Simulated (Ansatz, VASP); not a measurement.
One calculation of CoSi, two programs

```
Co Si
1.0
     4.43085    0.00000    0.00000
     0.00000    4.43085    0.00000
     0.00000    0.00000    4.43085
Co Si
4 4
Direct
  0.15870 0.15870 0.15870
  0.34130 0.84130 0.65870
  0.65870 0.34130 0.84130
  0.84130 0.65870 0.34130
  0.84432 0.84432 0.84432
  0.65568 0.15568 0.34432
  0.34432 0.65568 0.15568
  0.15568 0.34432 0.65568
```

Change from the starting cell: mode 4 (185.2 1/cm) frozen in, largest displacement +0.105 Å.

Alike in both runs: task single point; functional PBE; k mesh 10 × 10 × 10; occupations gaussian, width 0.15 eV; no spin polarisation.

```csv
,VASP,Ansatz
version,VASP 6.6.1,Ansatz 0.2.0
potentials or method,"VASP PAW PBE potentials, release 64 (Co, Si), cutoff 520 eV","scalar-relativistic, plane waves, PAW"
valence electrons in the cell,52,84
```

|  | VASP | Ansatz | Ansatz less VASP |
| --- | --- | --- | --- |
| gap on the k mesh at the Fermi level (eV) | none | none | - |
| pressure (GPa) | -0.2 | -0.1 | +0.08 |
| rms of the force components (eV/Å) | 0.374 | 0.370 | -0.0037 |

Atom by atom the forces differ by 0.004 eV/Å (rms over components). A gap of «none» marks a metal or a gap that the smearing closes. With one functional, cell and mesh, what is left measures potentials, basis and numerics. VASP's potentials hold 52 valence electrons a cell and Ansatz's 84, so a difference there can come from the potentials and not from the codes.
